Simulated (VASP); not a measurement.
Wanted: the native input for a VASP 6.6.1 run.

| Property | Result |
| --- | --- |
| Task | single point |
| Functional | PBEsol |
| Potentials or basis | VASP PAW PBE potentials, release 64 (Ga_d, N) |
| Cutoff | 520 eV |
| k mesh | 12 × 12 × 6 |
| Occupations | gaussian, width 0.05 eV |
| Spin | no spin polarisation |
| Dipole correction | no |
| Further INCAR settings | ALGO = Normal; EDIFF = 1e-06; NBANDS = 26 |

The structure of GaN lies in POSCAR:

```
GaN
1.0
    3.1827399379      0.0000000001      0.0000000000
   -1.5913699690      2.7563336398      0.0000000000
    0.0000000000      0.0000000000      5.1854064820
Ga N
2 2
Direct
    0.3333333333      0.6666666667     -0.0008066015
    0.6666666667      0.3333333333      0.4991933985
    0.3333333333      0.6666666667      0.3758066015
    0.6666666667      0.3333333333      0.8854490471
```

This cell differs from its parent crystal: atom 4 (N) moved 0.05 Å along z.

One way to write it, as run:

INCAR

```
  PREC = Accurate
  ENCUT = 520
  EDIFF = 1E-6
  ISMEAR = 0
  SIGMA = 0.05
  LREAL = F
  LASPH = T
  NELM = 80
  ALGO = Normal
  ISIF = 2
  LWAVE = F
  LCHARG = F
  GGA = PS
  NBANDS = 26
```

KPOINTS

```
regular mesh
0
Gamma
  12 12 6
```

Potentials or basis: VASP PAW PBE potentials, release 64 (Ga_d, N).

Launch:

```console
$ cat potpaw_PBE.64/Ga_d/POTCAR potpaw_PBE.64/N/POTCAR > POTCAR
$ mpirun -np 1 vasp_std > vasp.out
```

Results of the run:

```json
{
 "Pressure": "-0.1 GPa",
 "Largest force": "0.800 eV/Å",
 "Band gap on the k mesh": "1.89 eV, direct"
}
```

Caveat: the cell differs from its parent crystal (atom 4 (N) moved 0.05 Å along z); the PAW data sets were made with another functional, which shifts forces and pressure a little.

Wall time 66 s on 1 thread of AMD EPYC 9R45 96-Core Processor (Zen 5), with other jobs on the host, peak memory 0.2 GiB.
